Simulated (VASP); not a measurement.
# K (Fd-3m) in VASP: notebook

K is run at these levels: PBE; tasks: single point.

All numbers are computed with VASP 6.6.1; they aren't measurements. Logs are shortened: lines on timing, memory, paths and dates and some standing lists are left out, and cuts for length are marked.

### Step 1. The cell of the first run

Symmetry: Fd-3m, No. 227, cubic system. Conventional cell: a = 7.365 Å, b = 7.365 Å, c = 7.365 Å, α = 90.00°, β = 90.00°, γ = 90.00°. Within 4.2 Å of K (site symmetry -43m) lie 4 K at 3.19 Å.

This isn't the form of K at room conditions, which is bcc.

### Step 2. Single point, PBE (49.94 Å³/atom)

INCAR

```
PREC = Accurate
ENCUT = 520
EDIFF = 1E-6
ISMEAR = -1
SIGMA = 0.1
LREAL = F
LASPH = T
NELM = 80
ALGO = Normal
ISIF = 2
LWAVE = F
LCHARG = F
GGA = PE
NBANDS = 16
```

KPOINTS

```
regular mesh
0
Gamma
  8 8 8
```

POSCAR

```
K
1.0
    0.0000000000      3.6825413167      3.6825413167
    3.6825413167      0.0000000000      3.6825413167
    3.6825413167      3.6825413167      0.0000000000
K
2
Direct
   -0.1250000000     -0.1250000000     -0.1250000000
    0.1250000000      0.1250000000      0.1250000000
```

Potentials or basis: VASP PAW PBE potentials, release 64 (K_sv).

Launch:

```
$ cat potpaw_PBE.64/K_sv/POTCAR > POTCAR
$ mpirun -np 1 vasp_std > vasp.out
```

OUTCAR:

```text
PREC = Accurate
   ENCUT = 520
   EDIFF = 1E-6
   ISMEAR = -1
   LREAL = F
   LASPH = T
   NELM = 80
   ISIF = 2
   GGA = PE

 ion  position               nearest neighbor table
   1  0.875  0.875  0.875-   2 3.19   2 3.19   2 3.19   2 3.19
   2  0.125  0.125  0.125-   1 3.19   1 3.19   1 3.19   1 3.19

  LATTYP: Found a face centered cubic cell.
 ALAT       =     7.3650826334

  Lattice vectors:

 A1 = (   0.0000000000,   3.6825413167,   3.6825413167)
 A2 = (   3.6825413167,   0.0000000000,   3.6825413167)
 A3 = (   3.6825413167,   3.6825413167,   0.0000000000)

Analysis of symmetry for initial positions (statically):
=====================================================================
 Subroutine PRICEL returns:
 Original cell was already a primitive cell.

 Routine SETGRP: Setting up the symmetry group for a
 face centered cubic supercell.

 Subroutine GETGRP returns: Found 48 space group operations
 (whereof 12 operations were pure point group operations)
 out of a pool of 48 trial point group operations.

The static configuration has the point symmetry D_3d.
 The point group associated with its full space group is O_h .

Analysis of symmetry for dynamics (positions and initial velocities):
=====================================================================
 Subroutine PRICEL returns:
 Original cell was already a primitive cell.

 Routine SETGRP: Setting up the symmetry group for a
 face centered cubic supercell.

 Subroutine GETGRP returns: Found 48 space group operations
 (whereof 12 operations were pure point group operations)
 out of a pool of 48 trial point group operations.

The dynamic configuration has the point symmetry D_3d.
 The point group associated with its full space group is O_h .

 Subroutine INISYM returns: Found 48 space group operations
 (whereof 12 operations are pure point group operations),
 and found     1 'primitive' translations

----------------------------------------------------------------------------------------

                                     Primitive cell

  volume of cell :      99.8787

  direct lattice vectors                    reciprocal lattice vectors
     0.000000000  3.682541317  3.682541317    -0.135775802  0.135775802  0.135775802
     3.682541317  0.000000000  3.682541317     0.135775802 -0.135775802  0.135775802
     3.682541317  3.682541317  0.000000000     0.135775802  0.135775802 -0.135775802

  length of vectors
     5.207899874  5.207899874  5.207899874     0.235170587  0.235170587  0.235170587

  position of ions in fractional coordinates (direct lattice)
     0.875000000  0.875000000  0.875000000
     0.125000000  0.125000000  0.125000000

  ion indices of the primitive-cell ions
   primitive index   ion index
                 1           1
                 2           2

----------------------------------------------------------------------------------------

 KPOINTS: regular mesh

Automatic generation of k-mesh.
 Grid dimensions read from file:
 generate k-points for:    8    8    8

 Generating k-lattice:

  Cartesian coordinates                     Fractional coordinates (reciprocal lattice)
    -0.016971975  0.016971975  0.016971975     0.125000000  0.000000000  0.000000000
     0.016971975 -0.016971975  0.016971975     0.000000000  0.125000000  0.000000000
     0.016971975  0.016971975 -0.016971975     0.000000000  0.000000000  0.125000000

  Length of vectors
     0.029396323  0.029396323  0.029396323

  Shift w.r.t. Gamma in fractional coordinates (k-lattice)
     0.000000000  0.000000000  0.000000000

 Subroutine IBZKPT returns following result:
 ===========================================

 Found     29 irreducible k-points:

 Following reciprocal coordinates:
            Coordinates               Weight
  0.000000  0.000000  0.000000      1.000000
  0.125000  0.000000  0.000000      8.000000
  0.250000  0.000000  0.000000      8.000000
  0.375000  0.000000  0.000000      8.000000
  0.500000  0.000000  0.000000      4.000000
  0.125000  0.125000  0.000000      6.000000
[... 16 lines left out ...]
  0.500000  0.250000  0.125000     48.000000
 -0.375000  0.250000  0.125000     24.000000
 [... further k-points ...]
   k-points           NKPTS =     29   k-points in BZ     NKDIM =     29   number of bands    NBANDS=     16
   number of dos      NEDOS =    301   number of ions     NIONS =      2
   total plane-waves  NPLWV =  64000
   dimension x,y,z NGX =    40 NGY =   40 NGZ =   40
   dimension x,y,z NGXF=    80 NGYF=   80 NGZF=   80
   ions per type =               2
   NGX,Y,Z   is equivalent  to a cutoff of  12.77, 12.77, 12.77 a.u.
   NGXF,Y,Z  is equivalent  to a cutoff of  25.54, 25.54, 25.54 a.u.
 SYSTEM =  unknown system
   PREC   = accura    normal or accurate (medium, high low for compatibility)
   ISTART =      0    job   : 0-new  1-cont  2-samecut
   ICHARG =      2    charge: 1-file 2-atom 10-const
   ISPIN  =      1    spin polarized calculation?
   LNONCOLLINEAR =      F non collinear calculations
   LSORBIT =      F    spin-orbit coupling
   LASPH  =      T    aspherical Exc in radial PAW
   ENCUT  =  520.0 eV  38.22 Ry    6.18 a.u.   9.68  9.68  9.68*2*pi/ulx,y,z
   NELM   =     80;   NELMIN=  2; NELMDL= -5     # of ELM steps
   EDIFF  = 0.1E-05   stopping-criterion for ELM
   LREAL  =      F    real-space projection
   EDIFFG = 0.1E-04   stopping-criterion for IOM
   NSW    =      0    number of steps for IOM
   IBRION =     -1    ionic relax: 0-MD 1-quasi-New 2-CG
   NFREE  =      0    steps in history (QN), initial steepest desc. (CG)
   ISIF   =      2    stress and relaxation
   ISYM   =      2    0-nonsym 1-usesym 2-fastsym
   POTIM  = 0.5000    time-step for ionic-motion
   TEBEG  =    0.0;   TEEND  =   0.0 temperature during run
   PSTRESS=    0.0 pullay stress
   NELECT =      18.0000    total number of electrons
   NUPDOWN=      -1.0000    fix difference up-down
   EMIN   =  10.00;   EMAX   =-10.00  energy-range for DOS
   EFERMI =   0.00;   METHOD = LEGACY
   ISMEAR =    -1;   SIGMA  =   0.10  broadening in eV -4-tet -1-fermi 0-gaus
   EFERMI_NEDOS =   21; number of points for ismear=-14 and -15
   IALGO  =     38    algorithm
   IMIX   =      4    mixing-type and parameters
     AMIX     =   0.40;   BMIX     =  1.00
     AMIX_MAG =   1.60;   BMIX_MAG =  1.00
  volume/ion in A,a.u.               =      49.94       337.01
  Fermi-wavevector in a.u.,A,eV,Ry     =   0.924715  1.747459 11.634320  0.855098
  Thomas-Fermi vector in A             =   2.050491
   LORBIT       =      0    0 simple, 1 ext, 2 COOP (PROOUT), +10 PAW based schemes
   GGA     = PE    functional components
   LHFCALC =     F    Hartree Fock is set to
   AEXX    =    0.0000 exact exchange contribution
   IVDW    =     0    specifies the selected vdW correction
   LEPSILON=     F    determine dielectric tensor
   LRPA    =     F    only Hartree local field effects (RPA)
 non-spin polarized calculation
  energy-cutoff  :      520.00
  volume of cell :       99.88
 maximum number of plane-waves:      2733
   NGX = 19   NGY = 19   NGZ = 19

 number of electron      17.9999997 magnetization

 Free energy of the ion-electron system (eV)
  ---------------------------------------------------
  ext. energy  EPLUGINS =         0.00000000
  ---------------------------------------------------
  free energy    TOTEN  =        -0.76844267 eV

  energy without entropy =       -0.71802412  energy(sigma->0) =       -0.74323340

 E-fermi :   0.9873     XC(G=0):  -6.6726

 val. band max:        0.9636171082   @ k =  -0.3750   0.2500   0.1250
 cond. band min:       0.9978072540   @ k =   0.5000   0.1250   0.0000
 fundamental gap:      0.0341901458
 Fermi energy:         0.9873330947

 k-point     1 :       0.0000    0.0000    0.0000
  band No.  band energies     occupation
      1     -32.0469      2.00000
      2     -31.7938      2.00000
      3     -15.6620      2.00000
      4     -15.6620      2.00000
      5     -15.6620      2.00000
      6     -15.1904      2.00000
[... 8 lines left out ...]
     15       4.6248      0.00000
     16       4.6248      0.00000

 k-point     2 :       0.1250    0.0000    0.0000
  band No.  band energies     occupation
      1     -32.0398      2.00000
      2     -31.8010      2.00000
      3     -15.6726      2.00000
      4     -15.6726      2.00000
      5     -15.6654      2.00000
      6     -15.1907      2.00000
[... 8 lines left out ...]
     15       4.3074      0.00000
     16       4.6290      0.00000

 k-point     3 :       0.2500    0.0000    0.0000
  band No.  band energies     occupation
      1     -32.0206      2.00000
      2     -31.8206      2.00000
      3     -15.6964      2.00000
      4     -15.6964      2.00000
      5     -15.6749      2.00000
      6     -15.1899      2.00000
[... 8 lines left out ...]
     15       4.5081      0.00000
     16       4.7772      0.00000

 k-point     4 :       0.3750    0.0000    0.0000
  band No.  band energies     occupation
      1     -31.9967      2.00000
      2     -31.8450      2.00000
      3     -15.7183      2.00000
      4     -15.7183      2.00000
      5     -15.6859      2.00000
      6     -15.1873      2.00000
[... 8 lines left out ...]
     15       4.4960      0.00000
     16       5.2501      0.00000
[... 324 lines left out ...]
 k-point    22 :       0.3750    0.2500    0.1250
  band No.  band energies     occupation
      1     -32.0034      2.00000
      2     -31.8381      2.00000
      3     -15.7522      2.00000
      4     -15.7250      2.00000
      5     -15.6098      2.00000
      6     -15.2562      2.00000
[... 8 lines left out ...]
     15       4.6610      0.00000
     16       4.7151      0.00000

 k-point    23 :       0.5000    0.2500    0.1250
  band No.  band energies     occupation
      1     -31.9793      2.00000
      2     -31.8625      2.00000
      3     -15.7826      2.00000
      4     -15.7440      2.00000
      5     -15.5868      2.00000
      6     -15.2808      2.00000
[... 8 lines left out ...]
     15       4.6560      0.00000
     16       4.9846      0.00000

 k-point    24 :      -0.3750    0.2500    0.1250
  band No.  band energies     occupation
      1     -31.9657      2.00000
      2     -31.8763      2.00000
      3     -15.7936      2.00000
      4     -15.7528      2.00000
      5     -15.5766      2.00000
      6     -15.2911      2.00000
[... 8 lines left out ...]
     15       4.7371      0.00000
     16       5.2282      0.00000

 [... further k-points ...]

------------------------ aborting loop because EDIFF is reached ----------------------------------------

  FORCE on cell =-STRESS in cart. coord.  units (eV):
  Direction    XX          YY          ZZ          XY          YZ          ZX
  --------------------------------------------------------------------------------------
  -------------------------------------------------------------------------------------
  Total        2.1646503      2.1646503      2.1646503     -0.0000000     -0.0000000      0.0000000
  in kB       34.7236556     34.7236556     34.7236556     -0.0000000     -0.0000000      0.0000000
  external PRESSURE =      34.7236556 kB  Pullay stress =       0.0000000 kB

 VOLUME and BASIS-vectors are now :
 -----------------------------------------------------------------------------
  energy-cutoff  :      520.00
  volume of cell :       99.88
      direct lattice vectors                 reciprocal lattice vectors
     0.000000000  3.682541317  3.682541317    -0.135775802  0.135775802  0.135775802
     3.682541317  0.000000000  3.682541317     0.135775802 -0.135775802  0.135775802
     3.682541317  3.682541317  0.000000000     0.135775802  0.135775802 -0.135775802

 POSITION                                       TOTAL-FORCE (eV/Angst)
 -----------------------------------------------------------------------------------
      6.44445      6.44445      6.44445        -0.000000     -0.000000     -0.000000
      0.92064      0.92064      0.92064         0.000000      0.000000      0.000000
 -----------------------------------------------------------------------------------
    total drift:                                0.000000      0.000000     -0.000000

  FREE ENERGIE OF THE ION-ELECTRON SYSTEM (eV)
  ---------------------------------------------------
  free  energy   TOTEN  =        -0.7684426734 eV

  energy  without entropy=       -0.7180241179  energy(sigma->0) =       -0.74323340
```

It took 24 s on 1 thread of AMD EPYC 9R45 (Zen 5), shared host; peak memory 0.21 GiB.

Results:

* Free energy: -0.7684 eV
* Pressure: 3.5 GPa
* Band gap on the k mesh: zero (bands 9 and 10 overlap by 0.61 eV)

Caveat: the cell stands under pressure.

### Step 3. Single point, PBE (57.71 Å³/atom)

This run uses another cell than the first one, of 57.71 Å³/atom.

INCAR

```
PREC = Accurate
ENCUT = 520
EDIFF = 1E-6
ISMEAR = -1
SIGMA = 0.1
LREAL = F
LASPH = T
NELM = 60
ALGO = Normal
ISIF = 2
LWAVE = F
LCHARG = T
GGA = PE
LELF = T
LVHAR = T
NBANDS = 16
```

KPOINTS is that of step 2.

POSCAR

```
K
1.0
    0.0000000000      3.8643629070      3.8643629070
    3.8643629070      0.0000000000      3.8643629070
    3.8643629070      3.8643629070      0.0000000000
K
2
Direct
   -0.1250000000     -0.1250000000     -0.1250000000
    0.1250000000      0.1250000000      0.1250000000
```

Potentials or basis: VASP PAW PBE potentials, release 64 (K_sv).

Launch:

```
$ cat potpaw_PBE.64/K_sv/POTCAR > POTCAR
$ mpirun -np 1 vasp_std > vasp.out
```

OUTCAR:

```text
PREC = Accurate
   ENCUT = 520
   EDIFF = 1E-6
   ISMEAR = -1
   LREAL = F
   LASPH = T
   NELM = 60
   ISIF = 2
   GGA = PE

 ion  position               nearest neighbor table
   1  0.875  0.875  0.875-   2 3.35   2 3.35   2 3.35   2 3.35
   2  0.125  0.125  0.125-   1 3.35   1 3.35   1 3.35   1 3.35

  LATTYP: Found a face centered cubic cell.
 ALAT       =     7.7287258140

  Lattice vectors:

 A1 = (   0.0000000000,   3.8643629070,   3.8643629070)
 A2 = (   3.8643629070,   0.0000000000,   3.8643629070)
 A3 = (   3.8643629070,   3.8643629070,   0.0000000000)

Analysis of symmetry for initial positions (statically):
=====================================================================
 Subroutine PRICEL returns:
 Original cell was already a primitive cell.

 Routine SETGRP: Setting up the symmetry group for a
 face centered cubic supercell.

 Subroutine GETGRP returns: Found 48 space group operations
 (whereof 12 operations were pure point group operations)
 out of a pool of 48 trial point group operations.

The static configuration has the point symmetry D_3d.
[... 160 lines left out ...]

  energy without entropy =       -0.99617941  energy(sigma->0) =       -1.02045675

 E-fermi :   0.5716     XC(G=0):  -6.2563

 val. band max:        0.5303906911   @ k =   0.5000   0.1250   0.0000
 cond. band min:       0.6241807507   @ k =   0.5000   0.5000   0.0000
 fundamental gap:      0.0937900596
 Fermi energy:         0.5716004893

 k-point     1 :       0.0000    0.0000    0.0000
  band No.  band energies     occupation
      1     -32.3287      2.00000
      2     -32.1724      2.00000
      3     -15.9192      2.00000
      4     -15.9192      2.00000
      5     -15.9192      2.00000
      6     -15.5807      2.00000
[... 433 lines left out ...]
      3     -16.0078      2.00000
      4     -15.9810      2.00000
      5     -15.8557      2.00000
      6     -15.6554      2.00000
[... 8 lines left out ...]
     15       4.1508      0.00000
     16       4.4908      0.00000

 [... further k-points ...]

------------------------ aborting loop because EDIFF is reached ----------------------------------------

  FORCE on cell =-STRESS in cart. coord.  units (eV):
  Direction    XX          YY          ZZ          XY          YZ          ZX
  --------------------------------------------------------------------------------------
  -------------------------------------------------------------------------------------
  Total        1.6406270      1.6406270      1.6406270     -0.0000000     -0.0000000      0.0000000
  in kB       22.7749124     22.7749124     22.7749124     -0.0000000     -0.0000000      0.0000000
  external PRESSURE =      22.7749124 kB  Pullay stress =       0.0000000 kB

 VOLUME and BASIS-vectors are now :
 -----------------------------------------------------------------------------
  energy-cutoff  :      520.00
  volume of cell :      115.42
      direct lattice vectors                 reciprocal lattice vectors
     0.000000000  3.864362907  3.864362907    -0.129387434  0.129387434  0.129387434
     3.864362907  0.000000000  3.864362907     0.129387434 -0.129387434  0.129387434
     3.864362907  3.864362907  0.000000000     0.129387434  0.129387434 -0.129387434

 POSITION                                       TOTAL-FORCE (eV/Angst)
 -----------------------------------------------------------------------------------
      6.76264      6.76264      6.76264        -0.000000     -0.000000     -0.000000
      0.96609      0.96609      0.96609         0.000000      0.000000      0.000000
 -----------------------------------------------------------------------------------
    total drift:                                0.000000      0.000000      0.000000

  FREE ENERGIE OF THE ION-ELECTRON SYSTEM (eV)
  ---------------------------------------------------
  free  energy   TOTEN  =        -1.0447340899 eV

  energy  without entropy=       -0.9961794061  energy(sigma->0) =       -1.02045675
```

OSZICAR:

```text
N       E                     dE             d eps       ncg     rms          rms(c)
DAV:   1     0.117420468983E+03    0.11742E+03   -0.79380E+03   928   0.926E+02
DAV:   2     0.672170075588E+01   -0.11070E+03   -0.10830E+03  1200   0.280E+02
DAV:   3    -0.889555277548E+00   -0.76113E+01   -0.75880E+01  1768   0.508E+01
DAV:   4    -0.107794029057E+01   -0.18839E+00   -0.18836E+00  1296   0.717E+00
DAV:   5    -0.108278573110E+01   -0.48454E-02   -0.48454E-02  1504   0.745E-01    0.406E+00
DAV:   6    -0.105943950149E+01    0.23346E-01   -0.15422E-02  1232   0.854E-01    0.268E+00
DAV:   7    -0.104486363849E+01    0.14576E-01   -0.44211E-02  1168   0.111E+00    0.246E-01
DAV:   8    -0.104482128408E+01    0.42354E-04   -0.67426E-03  1480   0.653E-01    0.117E-01
DAV:   9    -0.104476896663E+01    0.52317E-04   -0.67770E-05  1264   0.607E-02    0.350E-02
DAV:  10    -0.104473404508E+01    0.34922E-04   -0.60278E-05  1256   0.501E-02    0.131E-02
DAV:  11    -0.104473408987E+01   -0.44788E-07   -0.28005E-06  1040   0.991E-03
   1 F= -.10447341E+01 E0= -.10204567E+01  d E =-.485547E-01
```

stdout:

```text
POSCAR found type information on POSCAR K
 POSCAR found :  1 types and       2 ions
 scaLAPACK will be used
 LDA part: xc-table for (Slater+PW92), standard interpolation
 POSCAR, INCAR and KPOINTS ok, starting setup
 FFT: planning ... GRIDC
 FFT: planning ... GRID_SOFT
 FFT: planning ... GRID
 WAVECAR not read
 entering main loop
```

It took 32 s on 1 thread of AMD EPYC 9R45 (Zen 5), shared host; peak memory 0.23 GiB.

Results:

| Property | Result |
| --- | --- |
| Free energy | -1.0447 eV |
| Pressure | 2.3 GPa |
| Band gap on the k mesh | zero (bands 9 and 10 overlap by 0.69 eV) |

Levels at points of the mesh, in eV from the Fermi level:
```
           k point  band 6  band 7  band 8  band 9  band 10  band 11  band 12  band 13
(0.00, 0.00, 0.00)  -16.15  -16.15  -16.15   -2.48     2.65     2.65     2.83     2.83
(0.50, 0.00, 0.00)  -16.15  -16.11  -16.11   -0.52    -0.36     2.07     2.07     3.18
(0.50, 0.50, 0.00)  -16.33  -16.06  -16.06    0.05     0.05     1.67     1.67     2.80
```

[end of part 1 of 2]

The gap in the log of VASP goes by the Fermi energy; the results here count the filled bands.